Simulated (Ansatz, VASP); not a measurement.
One calculation of ScCu, two programs

```
Sc Cu
1.0
     3.29885    0.00000    0.00000
     0.00000    3.29885    0.00000
     0.00000    0.00000    3.29885
Sc Cu
1 1
Cartesian
  1.6494 1.6494 1.6494
  0.0000 0.0000 0.0000
```

Change from the starting cell: volume scaled by 1.04.

Alike in both runs: task single point; functional LDA; k mesh 11 × 11 × 11; occupations fermi-dirac, width 0.05 eV; no spin polarisation.

|  | VASP | Ansatz |
| --- | --- | --- |
| version | VASP 6.6.1 | Ansatz 0.2.0 |
| potentials or method | VASP PAW LDA potentials, release 64 (Sc_sv, Cu), cutoff 520 eV | all-electron LAPW, scalar-relativistic |

VASP gave:

* pressure (GPa): -9.6

**Question.** Which values does Ansatz return?

**Answer.** Pressure (GPa): -10.3.

LDA's correlation is that of Perdew and Zunger in VASP and of Perdew and Wang (1992) in Ansatz. Ansatz ran all-electron here, and VASP with PAW potentials.
